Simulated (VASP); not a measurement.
# Ba (P6/mmm) in VASP: single point with PBEsol

Aim: the single point of Ba with PBEsol.

Program: VASP 6.6.1. These are calculated values, not measurements. Logs are shortened: lines on timing, memory, paths and dates and some standing lists are left out, and cuts for length are marked.

## (1) The cell of the first run

Symmetry: P6/mmm, No. 191, hexagonal system. Conventional cell: a = 4.420 Å, b = 4.420 Å, c = 3.777 Å, α = 90.00°, β = 90.00°, γ = 120.00°. Ba (site symmetry 6/mmm) has 8 Ba at 3.78 to 4.42 Å within 5.0 Å.

## (2) Single point, PBEsol (strained)

Input file INCAR:

```
PREC = Accurate ; ENCUT = 520
EDIFF = 1E-6 ; ISMEAR = 0
SIGMA = 0.1 ; LREAL = F
LASPH = T ; NELM = 80
ALGO = Normal ; ISIF = 2
LWAVE = F ; LCHARG = T
GGA = PS ; LELF = T
LVHAR = T ; NBANDS = 11
```

Input file KPOINTS:

```
Automatic mesh
0
Gamma
  12 12 12
```

Input file POSCAR:

```
Ba
1.0
    4.4200076663      0.0000000000      0.0000000000
   -2.2100038332      3.8278389239      0.0000000000
    0.0000000000      0.0000000000      3.7769917124
Ba
1
Direct
    0.0000000000      0.0000000000      0.0000000000
```

Potentials or basis: VASP PAW PBE potentials, release 64 (Ba_sv).

Started as:

```bash
$ cat potpaw_PBE.64/Ba_sv/POTCAR > POTCAR
$ mpirun -np 1 vasp_std > vasp.out
```

OUTCAR:

```text
PREC = Accurate
   ENCUT = 520
   EDIFF = 1E-6
   ISMEAR = 0
   LREAL = F
   LASPH = T
   NELM = 80
   ISIF = 2
   GGA = PS

 ion  position               nearest neighbor table
   1  0.000  0.000  0.000-

  LATTYP: Found a hexagonal cell.
 ALAT       =     4.4200076663
 C/A-ratio  =     0.8545215297

  Lattice vectors:

 A1 = (   4.4200076663,   0.0000000000,   0.0000000000)
 A2 = (  -2.2100038332,   3.8278389239,   0.0000000000)
 A3 = (   0.0000000000,   0.0000000000,   3.7769917124)

Analysis of symmetry for initial positions (statically):
=====================================================================
 Subroutine PRICEL returns:
 Original cell was already a primitive cell.

 Routine SETGRP: Setting up the symmetry group for a
 hexagonal supercell.

 Subroutine GETGRP returns: Found 24 space group operations
 (whereof 24 operations were pure point group operations)
 out of a pool of 24 trial point group operations.

The static configuration has the point symmetry D_6h.

Analysis of symmetry for dynamics (positions and initial velocities):
=====================================================================
 Subroutine PRICEL returns:
 Original cell was already a primitive cell.

 Routine SETGRP: Setting up the symmetry group for a
 hexagonal supercell.

 Subroutine GETGRP returns: Found 24 space group operations
 (whereof 24 operations were pure point group operations)
 out of a pool of 24 trial point group operations.

The dynamic configuration has the point symmetry D_6h.

 Subroutine INISYM returns: Found 24 space group operations
 (whereof 24 operations are pure point group operations),
 and found     1 'primitive' translations

----------------------------------------------------------------------------------------

                                     Primitive cell

  volume of cell :      63.9032

  direct lattice vectors                    reciprocal lattice vectors
     4.420007666  0.000000000  0.000000000     0.226243951  0.130622006  0.000000000
    -2.210003833  3.827838924  0.000000000     0.000000000  0.261244013  0.000000000
     0.000000000  0.000000000  3.776991712     0.000000000  0.000000000  0.264760973

  length of vectors
     4.420007666  4.420007666  3.776991712     0.261244013  0.261244013  0.264760973

  position of ions in fractional coordinates (direct lattice)
     0.000000000  0.000000000  0.000000000

  ion indices of the primitive-cell ions
   primitive index   ion index
                 1           1

----------------------------------------------------------------------------------------

 KPOINTS: Automatic mesh

Automatic generation of k-mesh.
 Grid dimensions read from file:
 generate k-points for:   12   12   12

 Generating k-lattice:

  Cartesian coordinates                     Fractional coordinates (reciprocal lattice)
     0.018853663  0.010885167  0.000000000     0.083333333  0.000000000  0.000000000
     0.000000000  0.021770334  0.000000000     0.000000000  0.083333333  0.000000000
     0.000000000  0.000000000  0.022063414     0.000000000  0.000000000  0.083333333

  Length of vectors
     0.021770334  0.021770334  0.022063414

  Shift w.r.t. Gamma in fractional coordinates (k-lattice)
     0.000000000  0.000000000  0.000000000

 Subroutine IBZKPT returns following result:
 ===========================================

 Found    133 irreducible k-points:

 Following reciprocal coordinates:
            Coordinates               Weight
  0.000000  0.000000  0.000000      1.000000
  0.083333  0.000000  0.000000      6.000000
  0.166667  0.000000  0.000000      6.000000
  0.250000  0.000000  0.000000      6.000000
  0.333333  0.000000  0.000000      6.000000
  0.416667  0.000000  0.000000      6.000000
[... 16 lines left out ...]
  0.250000  0.000000  0.083333     12.000000
  0.333333  0.000000  0.083333     12.000000
 [... further k-points ...]
   k-points           NKPTS =    133   k-points in BZ     NKDIM =    133   number of bands    NBANDS=     11
   number of dos      NEDOS =    301   number of ions     NIONS =      1
   total plane-waves  NPLWV =  36288
   dimension x,y,z NGX =    36 NGY =   36 NGZ =   28
   dimension x,y,z NGXF=    72 NGYF=   72 NGZF=   56
   ions per type =               1
   NGX,Y,Z   is equivalent  to a cutoff of  13.54, 13.54, 12.32 a.u.
   NGXF,Y,Z  is equivalent  to a cutoff of  27.08, 27.08, 24.65 a.u.
 SYSTEM =  unknown system
   PREC   = accura    normal or accurate (medium, high low for compatibility)
   ISTART =      0    job   : 0-new  1-cont  2-samecut
   ICHARG =      2    charge: 1-file 2-atom 10-const
   ISPIN  =      1    spin polarized calculation?
   LNONCOLLINEAR =      F non collinear calculations
   LSORBIT =      F    spin-orbit coupling
   LASPH  =      T    aspherical Exc in radial PAW
   ENCUT  =  520.0 eV  38.22 Ry    6.18 a.u.   8.22  8.22  7.02*2*pi/ulx,y,z
   NELM   =     80;   NELMIN=  2; NELMDL= -5     # of ELM steps
   EDIFF  = 0.1E-05   stopping-criterion for ELM
   LREAL  =      F    real-space projection
   EDIFFG = 0.1E-04   stopping-criterion for IOM
   NSW    =      0    number of steps for IOM
   IBRION =     -1    ionic relax: 0-MD 1-quasi-New 2-CG
   NFREE  =      0    steps in history (QN), initial steepest desc. (CG)
   ISIF   =      2    stress and relaxation
   ISYM   =      2    0-nonsym 1-usesym 2-fastsym
   POTIM  = 0.5000    time-step for ionic-motion
   TEBEG  =    0.0;   TEEND  =   0.0 temperature during run
   PSTRESS=    0.0 pullay stress
   NELECT =      10.0000    total number of electrons
   NUPDOWN=      -1.0000    fix difference up-down
   EMIN   =  10.00;   EMAX   =-10.00  energy-range for DOS
   EFERMI =   0.00;   METHOD = LEGACY
   ISMEAR =     0;   SIGMA  =   0.10  broadening in eV -4-tet -1-fermi 0-gaus
   EFERMI_NEDOS =   21; number of points for ismear=-14 and -15
   IALGO  =     38    algorithm
   IMIX   =      4    mixing-type and parameters
     AMIX     =   0.40;   BMIX     =  1.00
     AMIX_MAG =   1.60;   BMIX_MAG =  1.00
  volume/ion in A,a.u.               =      63.90       431.24
  Fermi-wavevector in a.u.,A,eV,Ry     =   0.882200  1.667117 10.589109  0.778278
  Thomas-Fermi vector in A             =   2.002800
   LORBIT       =      0    0 simple, 1 ext, 2 COOP (PROOUT), +10 PAW based schemes
   GGA     = PS    functional components
   LHFCALC =     F    Hartree Fock is set to
   AEXX    =    0.0000 exact exchange contribution
   IVDW    =     0    specifies the selected vdW correction
   LEPSILON=     F    determine dielectric tensor
   LRPA    =     F    only Hartree local field effects (RPA)
 non-spin polarized calculation
 Gauss-broadening in eV      SIGMA  =   0.10
  energy-cutoff  :      520.00
  volume of cell :       63.90
 maximum number of plane-waves:      1742
 NGX is ok and might be reduce to    36
   NGX = 17   NGY = 17   NGZ = 15

 number of electron      10.0000000 magnetization

 Free energy of the ion-electron system (eV)
  ---------------------------------------------------
  ext. energy  EPLUGINS =         0.00000000
  ---------------------------------------------------
  free energy    TOTEN  =        -1.93132825 eV

  energy without entropy =       -1.92628258  energy(sigma->0) =       -1.92880541

 E-fermi :   1.5307     XC(G=0):  -7.4472

 val. band max:        1.5275027067   @ k =   0.5000   0.0000   0.3333
 cond. band min:       1.5340255461   @ k =   0.3333   0.2500   0.2500
 fundamental gap:      0.0065228394
 Fermi energy:         1.5307204502

 k-point     1 :       0.0000    0.0000    0.0000
  band No.  band energies     occupation
      1     -27.6337      2.00000
      2     -12.5832      2.00000
      3     -12.5832      2.00000
      4     -12.3224      2.00000
      5      -1.2019      2.00000
      6       1.5259      1.05431
      7       3.0756      0.00000
      8       3.0756      0.00000
      9       6.4537      0.00000
     10       6.4537      0.00000
     11       7.3187      0.00000

 k-point     2 :       0.0833    0.0000    0.0000
  band No.  band energies     occupation
      1     -27.6316      2.00000
      2     -12.6114      2.00000
      3     -12.5896      2.00000
      4     -12.3199      2.00000
      5      -1.0911      2.00000
      6       1.5644      0.63381
      7       2.9003      0.00000
      8       3.1852      0.00000
      9       6.2777      0.00000
     10       6.4284      0.00000
     11       7.6652      0.00000

 k-point     3 :       0.1667    0.0000    0.0000
  band No.  band energies     occupation
      1     -27.6260      2.00000
      2     -12.6870      2.00000
      3     -12.6068      2.00000
      4     -12.3131      2.00000
      5      -0.7798      2.00000
      6       1.6651      0.05738
      7       2.5278      0.00000
      8       3.5084      0.00000
      9       5.8905      0.00000
     10       6.3610      0.00000
     11       8.5210      0.00000

 k-point     4 :       0.2500    0.0000    0.0000
  band No.  band energies     occupation
      1     -27.6184      2.00000
      2     -12.7873      2.00000
      3     -12.6301      2.00000
      4     -12.3037      2.00000
      5      -0.3342      2.00000
      6       1.7497      0.00196
      7       2.2283      0.00000
      8       4.0277      0.00000
      9       5.4833      0.00000
     10       6.2726      0.00000
     11       8.1645      0.00000

 k-point     5 :       0.3333    0.0000    0.0000
  band No.  band energies     occupation
      1     -27.6107      2.00000
      2     -12.8846      2.00000
      3     -12.6531      2.00000
      4     -12.2943      2.00000
      5       0.1246      2.00000
      6       1.6865      0.02762
      7       2.2208      0.00000
      8       4.7076      0.00000
      9       5.1534      0.00000
     10       6.1882      0.00000
     11       7.4908      0.00000
[... 211 lines left out ...]
 k-point    21 :       0.0833    0.0000    0.0833
  band No.  band energies     occupation
      1     -27.6252      2.00000
      2     -12.6042      2.00000
      3     -12.5825      2.00000
      4     -12.3954      2.00000
      5      -0.9790      2.00000
      6       1.7199      0.00748
      7       2.9428      0.00000
      8       3.2255      0.00000
      9       5.9093      0.00000
     10       6.0745      0.00000
     11       7.7290      0.00000

 k-point    22 :       0.1667    0.0000    0.0833
  band No.  band energies     occupation
      1     -27.6197      2.00000
      2     -12.6793      2.00000
      3     -12.5996      2.00000
      4     -12.3879      2.00000
      5      -0.6690      2.00000
      6       1.8223      0.00004
      7       2.5721      0.00000
      8       3.5456      0.00000
      9       5.4932      0.00000
     10       5.9952      0.00000
     11       8.5783      0.00000

 k-point    23 :       0.2500    0.0000    0.0833
  band No.  band energies     occupation
      1     -27.6120      2.00000
      2     -12.7790      2.00000
      3     -12.6227      2.00000
      4     -12.3777      2.00000
      5      -0.2256      2.00000
      6       1.8930      0.00000
      7       2.2839      0.00000
      8       4.0564      0.00000
      9       5.0838      0.00000
     10       5.8937      0.00000
     11       8.6150      0.00000

 k-point    24 :       0.3333    0.0000    0.0833
  band No.  band energies     occupation
      1     -27.6044      2.00000
      2     -12.8756      2.00000
      3     -12.6457      2.00000
      4     -12.3676      2.00000
      5       0.2305      2.00000
      6       1.7941      0.00020
      7       2.2847      0.00000
      8       4.7117      0.00000
      9       4.8236      0.00000
     10       5.8047      0.00000
     11       7.8438      0.00000

 [... further k-points ...]

------------------------ aborting loop because EDIFF is reached ----------------------------------------

  FORCE on cell =-STRESS in cart. coord.  units (eV):
  Direction    XX          YY          ZZ          XY          YZ          ZX
  --------------------------------------------------------------------------------------
  -------------------------------------------------------------------------------------
  Total       -0.6676575     -0.6676575      0.4533023      0.0000000      0.0000000      0.0000000
  in kB      -16.7394658    -16.7394658     11.3651661      0.0000000      0.0000000      0.0000000
  external PRESSURE =      -7.3712552 kB  Pullay stress =       0.0000000 kB

 VOLUME and BASIS-vectors are now :
 -----------------------------------------------------------------------------
  energy-cutoff  :      520.00
  volume of cell :       63.90
      direct lattice vectors                 reciprocal lattice vectors
     4.420007666  0.000000000  0.000000000     0.226243951  0.130622006  0.000000000
    -2.210003833  3.827838924  0.000000000     0.000000000  0.261244013  0.000000000
     0.000000000  0.000000000  3.776991712     0.000000000  0.000000000  0.264760973

 POSITION                                       TOTAL-FORCE (eV/Angst)
 -----------------------------------------------------------------------------------
      0.00000      0.00000      0.00000         0.000000      0.000000      0.000000
 -----------------------------------------------------------------------------------
    total drift:                               -0.000000     -0.000000     -0.000000

  FREE ENERGIE OF THE ION-ELECTRON SYSTEM (eV)
  ---------------------------------------------------
  free  energy   TOTEN  =        -1.9313282460 eV

  energy  without entropy=       -1.9262825770  energy(sigma->0) =       -1.92880541
```

It took 44 s on 1 thread of AMD EPYC 7R13 (Zen 3), shared host; peak memory 0.21 GiB.

What came out:

- Free energy: -1.9313 eV
- Pressure: -0.7 GPa
- Band gap on the k mesh: zero (band 5 reaches 1.79 eV, above the bottom of band 6 at 1.32 eV)

Caveat: the cell differs from its parent crystal (strained); the PAW data sets were made with another functional, which shifts forces and pressure a little; spin-orbit coupling is left out, which moves the levels of the heavy elements.
